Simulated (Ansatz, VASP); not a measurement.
Two plane-wave programs on Mn2Sn

The input INCAR:

```
PREC = Accurate
ENCUT = 600
EDIFF = 1E-7
ISMEAR = 0
SIGMA = 0.1
LREAL = F
LASPH = T
NELM = 150
ALGO = Fast
ISIF = 3
LWAVE = F
LCHARG = F
ISPIN = 2
MAGMOM = 4 -4 0
LORBIT = 11
LMAXMIX = 4
GGA = PE
IBRION = 2
NSW = 90
EDIFFG = -0.04
```

File KPOINTS:

```
regular mesh
0
Gamma
  6 6 6
```

Contents of POSCAR:

```
Mn2Sn
1.0
    0.0000000000      2.9854888100      2.9854888100
    2.9854888100      0.0000000000      2.9854888100
    2.9854888100      2.9854888100      0.0000000000
Mn Sn
2 1
Direct
    0.5000000000      0.5000000000      0.5000000000
    0.7500000000      0.7500000000      0.7500000000
    0.0000000000      0.0000000000      0.0000000000
```

Input for Ansatz:

```yaml
crystal:
  lattice:
    - [0.0, 2.98548881, 2.98548881]
    - [2.98548881, 0.0, 2.98548881]
    - [2.98548881, 2.98548881, 0.0]
  atoms:
    - { symbol: Mn, position: [0.5, 0.5, 0.5], spin: 4.0 }
    - { symbol: Mn, position: [0.75, 0.75, 0.75], spin: -4.0 }
    - { symbol: Sn, position: [0.0, 0.0, 0.0] }
basis:
  ecutwfc: 420
kpoints:
  mp_grid: { grid: [6, 6, 6] }
hamiltonian:
  xc: pbe
scf:
  occupations: { method: gaussian, width: 0.1 }
  lower_state_search: "off"
output:
  forces: true
  stress: true
  eigenvalues: true
  populations: true
magnetization:
  spin_polarized: true
relax:
  adjacent_minimum: "off"
  f_tol: 0.04
  max_steps: 70
  cell: { stress_tol: 0.4 }
```

Alike in both runs: task relaxation of cell and atoms; functional PBE; k mesh 6 × 6 × 6; occupations gaussian, width 0.1 eV; collinear spin.

|  | VASP | Ansatz |
| --- | --- | --- |
| version | VASP 6.6.1 | Ansatz 0.2.0 |
| potentials or method | VASP PAW PBE potentials, release 64 (Mn_pv, Sn_d), cutoff 600 eV | scalar-relativistic, plane waves, PAW |
| valence electrons in the cell | 40 | 44 |

Ansatz gave:

* gap on the k mesh at the Fermi level, each at its own relaxed structure (eV): none
* net moment per atom (μB): 0.05
* size of the moment on the site where the two differ most (μB): 3.20
* relaxed volume (Å³/atom): 18.38
* relaxed cell length with the largest relative difference (Å): 4.272

Estimate VASP's values.

gap on the k mesh at the Fermi level, each at its own relaxed structure (eV): none; net moment per atom (μB): 0.05; size of the moment on the site where the two differ most (μB): 3.27; relaxed volume (Å³/atom): 18.45; relaxed cell length with the largest relative difference (Å): 4.278.

Site moments also hang on the region over which each program counts them. A gap of «none» marks a metal or a gap that the smearing closes. VASP's potentials hold 40 valence electrons a cell and Ansatz's 44, so a difference there can come from the potentials and not from the codes.
